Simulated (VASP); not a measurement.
# GaAs (zincblende type) (F-43m) in VASP: notebook

The runs below take GaAs (zincblende type) through single point, with r2SCAN.

Everything below comes from runs of VASP 6.6.1. Logs are shortened: lines on timing, memory, paths and dates and some standing lists are left out, and cuts for length are marked.

### Step 1. The cell of the first run

Symmetry: F-43m, No. 216, cubic system. The conventional cell has a = 4.642 Å, b = 4.642 Å, c = 4.642 Å, α = 90.00°, β = 90.00°, γ = 90.00°. Within 2.7 Å of Ga (site symmetry -43m) lie 4 As at 2.01 Å. As (site symmetry -43m) has 4 Ga at 2.01 Å within 2.7 Å.

### Step 2. Single point, r2SCAN (12.51 Å³/atom)

Input file POSCAR:

```
GaAs
1.0
    0.0000000000      2.3212092111      2.3212092111
    2.3212092111      0.0000000000      2.3212092111
    2.3212092111      2.3212092111      0.0000000000
Ga As
1 1
Direct
    0.0000000000      0.0000000000      0.0000000000
    0.2500000000      0.2500000000      0.2500000000
```

Input file INCAR.step1:

```
PREC     = Accurate       # precision mode
ENCUT    = 520            # plane-wave cutoff, eV
ISMEAR   = -1             # smearing method
SIGMA    = 0.08           # smearing width, eV
LREAL    = False          # projectors in reciprocal space
LASPH    = True           # aspherical terms in the spheres
NELM     = 100            # most SCF steps
NBANDS   = 16             # bands
GGA      = PE             # functional
ALGO     = Normal         # electronic algorithm
EDIFF    = 1E-4           # SCF threshold, eV
LWAVE    = True           # write WAVECAR
LCHARG   = False          # write CHGCAR
```

Input file INCAR.step2:

```
PREC     = Accurate       # precision mode
ENCUT    = 520            # plane-wave cutoff, eV
EDIFF    = 1E-6           # SCF threshold, eV
ISMEAR   = -1             # smearing method
SIGMA    = 0.08           # smearing width, eV
LREAL    = False          # projectors in reciprocal space
LASPH    = True           # aspherical terms in the spheres
NELM     = 100            # most SCF steps
ALGO     = Normal         # electronic algorithm
ISIF     = 2              # what is computed and relaxed
LWAVE    = False          # write WAVECAR
LCHARG   = True           # write CHGCAR
METAGGA  = R2SCAN         # meta-GGA
LMIXTAU  = True         
LELF     = True           # ELF
LVHAR    = True         
NBANDS   = 16             # bands
ISTART   = 1
```

Input file KPOINTS:

```
regular mesh
0
Gamma
  11 11 11
```

Potentials or basis: VASP PAW PBE potentials, release 64 (Ga_d, As).

Started as:

```bash
$ cat potpaw_PBE.64/Ga_d/POTCAR potpaw_PBE.64/As/POTCAR > POTCAR
$ cp INCAR.step1 INCAR
$ mpirun -np 1 vasp_std > vasp.out
$ cp INCAR.step2 INCAR
$ mpirun -np 1 vasp_std > vasp.out
```

OUTCAR:

```text
PREC = Accurate
   ENCUT = 520
   EDIFF = 1E-6
   ISMEAR = -1
   LREAL = False
   LASPH = True
   NELM = 100
   ISIF = 2
   METAGGA = R2SCAN
   ISTART = 1

 ion  position               nearest neighbor table
   1  0.000  0.000  0.000-   2 2.01   2 2.01   2 2.01   2 2.01
   2  0.250  0.250  0.250-   1 2.01   1 2.01   1 2.01   1 2.01

  LATTYP: Found a face centered cubic cell.
 ALAT       =     4.6424184222

  Lattice vectors:

 A1 = (   0.0000000000,   2.3212092111,   2.3212092111)
 A2 = (   2.3212092111,   0.0000000000,   2.3212092111)
 A3 = (   2.3212092111,   2.3212092111,   0.0000000000)

Analysis of symmetry for initial positions (statically):
=====================================================================
 Subroutine PRICEL returns:
 Original cell was already a primitive cell.

 Routine SETGRP: Setting up the symmetry group for a
 face centered cubic supercell.

 Subroutine GETGRP returns: Found 24 space group operations
 (whereof 24 operations were pure point group operations)
 out of a pool of 48 trial point group operations.

The static configuration has the point symmetry T_d .

Analysis of symmetry for dynamics (positions and initial velocities):
=====================================================================
 Subroutine PRICEL returns:
 Original cell was already a primitive cell.

 Routine SETGRP: Setting up the symmetry group for a
 face centered cubic supercell.

 Subroutine GETGRP returns: Found 24 space group operations
 (whereof 24 operations were pure point group operations)
 out of a pool of 48 trial point group operations.

The dynamic configuration has the point symmetry T_d .

 Subroutine INISYM returns: Found 24 space group operations
 (whereof 24 operations are pure point group operations),
 and found     1 'primitive' translations

----------------------------------------------------------------------------------------

                                     Primitive cell

  volume of cell :      25.0134

  direct lattice vectors                    reciprocal lattice vectors
     0.000000000  2.321209211  2.321209211    -0.215404970  0.215404970  0.215404970
     2.321209211  0.000000000  2.321209211     0.215404970 -0.215404970  0.215404970
     2.321209211  2.321209211  0.000000000     0.215404970  0.215404970 -0.215404970

  length of vectors
     3.282685547  3.282685547  3.282685547     0.373092352  0.373092352  0.373092352

  position of ions in fractional coordinates (direct lattice)
     0.000000000  0.000000000  0.000000000
     0.250000000  0.250000000  0.250000000

  ion indices of the primitive-cell ions
   primitive index   ion index
                 1           1
                 2           2

----------------------------------------------------------------------------------------

 KPOINTS: regular mesh

Automatic generation of k-mesh.
 Grid dimensions read from file:
 generate k-points for:   11   11   11

 Generating k-lattice:

  Cartesian coordinates                     Fractional coordinates (reciprocal lattice)
    -0.019582270  0.019582270  0.019582270     0.090909091  0.000000000  0.000000000
     0.019582270 -0.019582270  0.019582270     0.000000000  0.090909091  0.000000000
     0.019582270  0.019582270 -0.019582270     0.000000000  0.000000000  0.090909091

  Length of vectors
     0.033917487  0.033917487  0.033917487

  Shift w.r.t. Gamma in fractional coordinates (k-lattice)
     0.000000000  0.000000000  0.000000000

 Subroutine IBZKPT returns following result:
 ===========================================

 Found     56 irreducible k-points:

 Following reciprocal coordinates:
            Coordinates               Weight
  0.000000  0.000000  0.000000      1.000000
  0.090909  0.000000  0.000000      8.000000
  0.181818  0.000000  0.000000      8.000000
  0.272727  0.000000  0.000000      8.000000
  0.363636  0.000000  0.000000      8.000000
  0.454545  0.000000  0.000000      8.000000
[... 16 lines left out ...]
 -0.272727  0.181818  0.000000     24.000000
 -0.181818  0.181818  0.000000     12.000000
 [... further k-points ...]
   k-points           NKPTS =     56   k-points in BZ     NKDIM =     56   number of bands    NBANDS=     16
   number of dos      NEDOS =    301   number of ions     NIONS =      2
   total plane-waves  NPLWV =  13824
   dimension x,y,z NGX =    24 NGY =   24 NGZ =   24
   dimension x,y,z NGXF=    48 NGYF=   48 NGZF=   48
   ions per type =               1   1
   NGX,Y,Z   is equivalent  to a cutoff of  12.15, 12.15, 12.15 a.u.
   NGXF,Y,Z  is equivalent  to a cutoff of  24.31, 24.31, 24.31 a.u.
 SYSTEM =  unknown system
   PREC   = accura    normal or accurate (medium, high low for compatibility)
   ISTART =      1    job   : 0-new  1-cont  2-samecut
   ICHARG =      0    charge: 1-file 2-atom 10-const
   ISPIN  =      1    spin polarized calculation?
   LNONCOLLINEAR =      F non collinear calculations
   LSORBIT =      F    spin-orbit coupling
   LASPH  =      T    aspherical Exc in radial PAW
   ENCUT  =  520.0 eV  38.22 Ry    6.18 a.u.   6.10  6.10  6.10*2*pi/ulx,y,z
   NELM   =    100;   NELMIN=  2; NELMDL=  0     # of ELM steps
   EDIFF  = 0.1E-05   stopping-criterion for ELM
   LREAL  =      F    real-space projection
   EDIFFG = 0.1E-04   stopping-criterion for IOM
   NSW    =      0    number of steps for IOM
   IBRION =     -1    ionic relax: 0-MD 1-quasi-New 2-CG
   NFREE  =      0    steps in history (QN), initial steepest desc. (CG)
   ISIF   =      2    stress and relaxation
   ISYM   =      2    0-nonsym 1-usesym 2-fastsym
   POTIM  = 0.5000    time-step for ionic-motion
   TEBEG  =    0.0;   TEEND  =   0.0 temperature during run
   PSTRESS=    0.0 pullay stress
   NELECT =      18.0000    total number of electrons
   NUPDOWN=      -1.0000    fix difference up-down
   EMIN   =  10.00;   EMAX   =-10.00  energy-range for DOS
   EFERMI =   0.00;   METHOD = LEGACY
   ISMEAR =    -1;   SIGMA  =   0.08  broadening in eV -4-tet -1-fermi 0-gaus
   EFERMI_NEDOS =   21; number of points for ismear=-14 and -15
   IALGO  =     38    algorithm
   IMIX   =      4    mixing-type and parameters
     AMIX     =   0.40;   BMIX     =  1.00
     AMIX_MAG =   1.60;   BMIX_MAG =  1.00
  volume/ion in A,a.u.               =      12.51        84.40
  Fermi-wavevector in a.u.,A,eV,Ry     =   1.467038  2.772300 29.282468  2.152201
  Thomas-Fermi vector in A             =   2.582704
   LORBIT       =      0    0 simple, 1 ext, 2 COOP (PROOUT), +10 PAW based schemes
   METAGGA = R2SCAN    functional components
   LHFCALC =     F    Hartree Fock is set to
   AEXX    =    0.0000 exact exchange contribution
   IVDW    =     0    specifies the selected vdW correction
   LEPSILON=     F    determine dielectric tensor
   LRPA    =     F    only Hartree local field effects (RPA)
 non-spin polarized calculation
  energy-cutoff  :      520.00
  volume of cell :       25.01
 maximum number of plane-waves:       684
   NGX = 13   NGY = 13   NGZ = 13

 number of electron      18.0000009 magnetization

 Free energy of the ion-electron system (eV)
  ---------------------------------------------------
  ext. energy  EPLUGINS =         0.00000000
  ---------------------------------------------------
  free energy    TOTEN  =       -20.96323626 eV

  energy without entropy =      -20.96171935  energy(sigma->0) =      -20.96247781

 E-fermi :  11.6103     XC(G=0): -13.4479

 val. band max:       11.3959749758   @ k =  -0.0909   0.0909   0.0000
 cond. band min:      11.6222427849   @ k =   0.4545   0.4545   0.0000
 fundamental gap:      0.2262678091
 Fermi energy:        11.6102735361

 k-point     1 :       0.0000    0.0000    0.0000
  band No.  band energies     occupation
      1      -8.0435      2.00000
      2      -6.5033      2.00000
      3      -6.5033      2.00000
      4      -6.5033      2.00000
      5      -6.1045      2.00000
      6      -6.1045      2.00000
[... 8 lines left out ...]
     15      23.6362      0.00000
     16      23.6362      0.00000

 k-point     2 :       0.0909    0.0000    0.0000
  band No.  band energies     occupation
      1      -7.9095      2.00000
      2      -6.4917      2.00000
      3      -6.4917      2.00000
      4      -6.4701      2.00000
      5      -6.1065      2.00000
      6      -6.1065      2.00000
[... 8 lines left out ...]
     15      22.3416      0.00000
     16      22.7083      0.00000

 k-point     3 :       0.1818    0.0000    0.0000
  band No.  band energies     occupation
      1      -7.5791      2.00000
      2      -6.4628      2.00000
      3      -6.4627      2.00000
      4      -6.2979      2.00000
      5      -6.1091      2.00000
      6      -6.1091      2.00000
[... 8 lines left out ...]
     15      21.4672      0.00000
     16      22.8486      0.00000

 k-point     4 :       0.2727    0.0000    0.0000
  band No.  band energies     occupation
      1      -7.2942      2.00000
      2      -6.4312      2.00000
      3      -6.4312      2.00000
      4      -6.1054      2.00000
      5      -6.1054      2.00000
      6      -5.7475      2.00000
[... 8 lines left out ...]
     15      22.0387      0.00000
     16      23.7294      0.00000
[... 324 lines left out ...]
 k-point    22 :      -0.3636    0.1818    0.0000
  band No.  band energies     occupation
      1      -7.1071      2.00000
      2      -6.3897      2.00000
      3      -6.3503      2.00000
      4      -6.1239      2.00000
      5      -6.1077      2.00000
      6      -3.3959      2.00000
[... 8 lines left out ...]
     15      24.4992      0.00000
     16      26.4075      0.00000

 k-point    23 :      -0.2727    0.1818    0.0000
  band No.  band energies     occupation
      1      -7.1317      2.00000
      2      -6.3952      2.00000
      3      -6.3751      2.00000
      4      -6.1291      2.00000
      5      -6.1231      2.00000
      6      -4.5708      2.00000
[... 8 lines left out ...]
     15      25.3653      0.00000
     16      28.3697      0.00000

 k-point    24 :      -0.1818    0.1818    0.0000
  band No.  band energies     occupation
      1      -7.2179      2.00000
      2      -6.4121      2.00000
      3      -6.4111      2.00000
      4      -6.1339      2.00000
      5      -6.1332      2.00000
      6      -5.5059      2.00000
[... 8 lines left out ...]
     15      25.5349      0.00000
     16      27.1262      0.00000

 [... further k-points ...]

------------------------ aborting loop because EDIFF is reached ----------------------------------------

  FORCE on cell =-STRESS in cart. coord.  units (eV):
  Direction    XX          YY          ZZ          XY          YZ          ZX
  --------------------------------------------------------------------------------------
  -------------------------------------------------------------------------------------
  Total       25.2164824     25.2164824     25.2164824      0.0000000      0.0000000      0.0000000
  in kB     1615.1848590   1615.1848590   1615.1848590      0.0000000      0.0000000      0.0000000
  external PRESSURE =    1615.1848590 kB  Pullay stress =       0.0000000 kB

 VOLUME and BASIS-vectors are now :
 -----------------------------------------------------------------------------
  energy-cutoff  :      520.00
  volume of cell :       25.01
      direct lattice vectors                 reciprocal lattice vectors
     0.000000000  2.321209211  2.321209211    -0.215404970  0.215404970  0.215404970
     2.321209211  0.000000000  2.321209211     0.215404970 -0.215404970  0.215404970
     2.321209211  2.321209211  0.000000000     0.215404970  0.215404970 -0.215404970

 POSITION                                       TOTAL-FORCE (eV/Angst)
 -----------------------------------------------------------------------------------
      0.00000      0.00000      0.00000         0.000000      0.000000      0.000000
      1.16060      1.16060      1.16060        -0.000000     -0.000000     -0.000000
 -----------------------------------------------------------------------------------
    total drift:                               -0.000002     -0.000002     -0.000003

  FREE ENERGIE OF THE ION-ELECTRON SYSTEM (eV)
  ---------------------------------------------------
  free  energy   TOTEN  =       -20.9632362645 eV

  energy  without entropy=      -20.9617193507  energy(sigma->0) =      -20.96247781
```

Run time: 1.9 min. Hardware: 1 thread of Intel Xeon 8259CL, shared host; peak memory 0.16 GiB.

What came out:

- Free energy: -20.9632 eV
- Pressure: 161.5 GPa
- Band gap on the k mesh: zero (bands 9 and 10 overlap by 0.06 eV)

Caveat: the cell stands under pressure; semilocal functionals underestimate gaps, and a narrow one can read as zero; the PAW data sets were made with another functional, which shifts forces and pressure a little.

### Step 3. Single point, r2SCAN (12.51 Å³/atom)

POSCAR is that of step 2.

Input file INCAR.step1:

```
SYSTEM = GaAs
PREC = Accurate ; ENCUT = 520
ISMEAR = -1 ; SIGMA = 0.08
LREAL = .FALSE. ; LASPH = .TRUE.
NELM = 80 ; NBANDS = 16
GGA = PE ; ALGO = Normal
EDIFF = 1E-4 ; LWAVE = .TRUE.
LCHARG = .FALSE.
```

Input file INCAR.step2:

```
SYSTEM = GaAs
PREC = Accurate ; ENCUT = 520
EDIFF = 1E-6 ; ISMEAR = -1
SIGMA = 0.08 ; LREAL = .FALSE.
LASPH = .TRUE. ; NELM = 80
ALGO = Normal ; ISIF = 2
LWAVE = .FALSE. ; LCHARG = .FALSE.
METAGGA = R2SCAN ; LMIXTAU = .TRUE.
NBANDS = 16 ; ISTART = 1
```

Input file KPOINTS:

```
Automatic mesh
0
G
  11 11 11
  0 0 0
```

Potentials or basis: VASP PAW PBE potentials, release 64 (Ga_d, As).

Started as:

```bash
$ cat potpaw_PBE.64/Ga_d/POTCAR potpaw_PBE.64/As/POTCAR > POTCAR
$ cp INCAR.step1 INCAR
$ mpirun -np 1 vasp_std > vasp.out
$ cp INCAR.step2 INCAR
$ mpirun -np 1 vasp_std > vasp.out
```

Wall time 1.7 min (1 thread of Intel Xeon 8259CL, shared host); peak memory 0.16 GiB.

Results (log left out):

```
Free energy            : -20.9632 eV
Pressure               : 161.5 GPa
Band gap on the k mesh : zero (bands 9 and 10 overlap by 0.06 eV)
```

Levels at points of the mesh, in eV from the Fermi level:
| k point | band 7 | band 8 | band 9 | band 10 | band 11 | band 12 |
| --- | --- | --- | --- | --- | --- | --- |
| (0.00, 0.00, 0.00) | 0.07 | 0.07 | 0.07 | 3.59 | 3.59 | 3.59 |

Caveat: the cell stands under pressure; semilocal functionals underestimate gaps, and a narrow one can read as zero; the PAW data sets were made with another functional, which shifts forces and pressure a little.

(Part 1 of 2 ends here.)

The gap in the log of VASP goes by the Fermi energy; the results here count the filled bands.